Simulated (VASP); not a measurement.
A run of VASP 6.6.1:

INCAR

```
ALGO = Fast ; EDIFF = 1E-7
ENCUT = 520 ; GGA = PS
ISIF = 2 ; ISMEAR = 0
LASPH = True ; LCHARG = False
LREAL = False ; LWAVE = False
NBANDS = 14 ; NELM = 60
PREC = Accurate ; SIGMA = 0.15
```

KPOINTS

```
k-points
0
Gamma
  18 18 6
```

The input POSCAR:

```
Al
1.0
    2.8362844918      0.0000000000      0.0000000000
   -1.4181422459      2.4562944222      0.0000000000
    0.0000000000      0.0000000000      9.3221494563
Al
4
Direct
    0.0000000000      0.0000000000     -0.0214542795
    0.3333333333      0.6666666667      0.2500000000
    0.0000000000      0.0000000000      0.5000000000
    0.6666666667      0.3333333333      0.7500000000
```

Potentials or basis: VASP PAW PBE potentials, release 64 (Al).

Command:

```sh
$ cat potpaw_PBE.64/Al/POTCAR > POTCAR
$ mpirun -np 1 vasp_std > vasp.out
```

Hardware: 1 thread of Intel(R) Xeon(R) 6975P-C (Granite Rapids) (shared host).

How long does it take, and how much memory?

It took 2.7 min on 1 thread of Intel(R) Xeon(R) 6975P-C (Granite Rapids) (shared host), peak memory 0.28 GiB. Counts: scf iterations 15, k points 202.
